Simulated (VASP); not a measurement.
Input of a VASP 6.6.1 run:

Contents of INCAR:

```
SYSTEM = Al2Pt
ALGO     = Normal         ! electronic algorithm
EDIFF    = 1E-7           ! SCF threshold, eV
ENCUT    = 520            ! plane-wave cutoff, eV
GGA      = CA             ! functional
ISIF     = 2              ! what is computed and relaxed
ISMEAR   = -1             ! smearing method
LASPH    = .True.         ! aspherical terms in the spheres
LCHARG   = .False.        ! write CHGCAR
LREAL    = .False.        ! projectors in reciprocal space
LWAVE    = .False.        ! write WAVECAR
NBANDS   = 15             ! bands
NELM     = 60             ! most SCF steps
PREC     = Accurate       ! precision mode
SIGMA    = 0.08           ! smearing width, eV
```

The input KPOINTS:

```
k-points
0
Gamma
  12 12 12
  0 0 0
```

POSCAR

```
Al2Pt
1.0
    0.0000000000      2.9550000000      3.0141000000
    2.9550000000      0.0000000000      3.0141000000
    2.9550000000      2.9550000000      0.0000000000
Al Pt
2 1
Direct
    0.2500000000      0.2500000000      0.2500000000
    0.7500000000      0.7500000000      0.7500000000
    0.0000000000      0.0000000000      0.0000000000
```

Potentials or basis: VASP PAW LDA potentials, release 64 (Al, Pt).

The run is started by

```sh
$ cat potpaw_LDA.64/Al/POTCAR potpaw_LDA.64/Pt/POTCAR > POTCAR
$ mpirun -np 1 vasp_std > vasp.out
```

Problem. Estimate the band gap on the k mesh.

Solution. Zero (bands 8 and 9 overlap by 5.22 eV).

Problem. Predict the pressure.

Solution. -6.0 GPa.

Stress tensor (GPa, compression positive):
```
-5.61  0.00  0.00
 0.00 -5.61  0.00
 0.00  0.00 -6.88
```

Caveat: the cell differs from its parent crystal (zz strain of +2 %); the cell stands under tension; spin-orbit coupling is left out, which moves the levels of the heavy elements.
